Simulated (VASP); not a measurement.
InSb3: single point with PBE

The system is InSb3.

```xyz
4
Lattice="4.9101 0.0561 0.0561 0.0561 4.9101 0.0561 0.0561 0.0561 4.9101" Properties=species:S:1:pos:R:3 pbc="T T T"
In    0.0000    0.0000    0.0000
Sb    2.4831    0.0561    2.4831
Sb    0.0561    2.4831    2.4831
Sb    2.4831    2.4831    0.0561
```

| Quantity | Value |
| --- | --- |
| Program | VASP 6.6.1 |
| Task | single point |
| Functional | PBE |
| Potentials or basis | VASP PAW PBE potentials, release 64 (In_d, Sb) |
| Cutoff | 520 eV |
| k mesh | 8 × 8 × 8 |
| Occupations | gaussian, width 0.15 eV |
| Spin | no spin polarisation |

| Item | Value |
| --- | --- |
| Pressure | -2.6 GPa |
| Band gap on the k mesh | zero (bands 14 and 15 overlap by 3.99 eV) |

Stress tensor (GPa, compression positive):
```
-2.64 -0.33 -0.33
-0.33 -2.64 -0.33
-0.33 -0.33 -2.64
```

Levels at points of the mesh, in eV from the Fermi level:
| k point | band 11 | band 12 | band 13 | band 14 | band 15 | band 16 | band 17 | band 18 |
| --- | --- | --- | --- | --- | --- | --- | --- | --- |
| (0.00, 0.00, 0.00) | -3.90 | -3.52 | 0.32 | 0.32 | 0.71 | 1.49 | 1.86 | 1.86 |
| (0.50, 0.00, 0.00) | -2.54 | -1.93 | -1.79 | -0.94 | -0.69 | 1.71 | 1.85 | 2.26 |
| (0.50, 0.50, 0.00) | -1.57 | -1.56 | -1.14 | -1.08 | -0.90 | -0.43 | 1.22 | 2.96 |
| (0.50, 0.50, 0.50) | -4.57 | -4.54 | -4.54 | 3.09 | 3.09 | 3.30 | 3.47 | 3.47 |

Wall time 3.2 min on 1 thread of Intel Xeon 8259CL, on a shared host, peak memory 0.34 GiB.

Caveat: spin-orbit coupling is left out, which moves the levels of the heavy elements.
